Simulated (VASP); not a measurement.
A run of VASP 6.6.1 is set up as follows.

Contents of INCAR:

```
SYSTEM = TaN
PREC = Accurate
ENCUT = 700
EDIFF = 1E-6
ISMEAR = 0
SIGMA = 0.15
LREAL = .FALSE.
LASPH = .TRUE.
NELM = 120
ALGO = Normal
ISIF = 2
LWAVE = .FALSE.
LCHARG = .TRUE.
GGA = PS
LELF = .TRUE.
LVHAR = .TRUE.
NBANDS = 16
GGA_COMPAT = .FALSE.
```

KPOINTS

```
regular mesh
0
G
  18 18 18
  0 0 0
```

Contents of POSCAR:

```
TaN
1.0
    0.0000000000      2.1790000000      2.1790000000
    2.1790000000      0.0000000000      2.1790000000
    2.1790000000      2.1790000000      0.0000000000
Ta N
1 1
Direct
    0.5000000000      0.5000000000      0.5000000000
   -0.0516291877      0.0516291877     -0.0516291877
```

Potentials or basis: VASP PAW PBE potentials, release 64 (Ta_sv_GW, N).

The run is started by

```sh
$ cat potpaw_PBE.64/Ta_sv_GW/POTCAR potpaw_PBE.64/N/POTCAR > POTCAR
$ mpirun -np 1 vasp_std > vasp.out
```

(1) Estimate the band gap on the k mesh.

(2) Predict the pressure.

(3) What does it give for the largest force?

Answers

(1) zero (bands 9 and 10 overlap by 3.22 eV).

(2) 14.2 GPa.

(3) 2.744 eV/Å.

Caveat: the cell differs from its parent crystal (atom 2 (N) moved by (-0.225, +0.000) A along y and z); the stress differs along the axes, from 5 to 33 GPa; the PAW data sets were made with another functional, which shifts forces and pressure a little; spin-orbit coupling is left out, which moves the levels of the heavy elements.
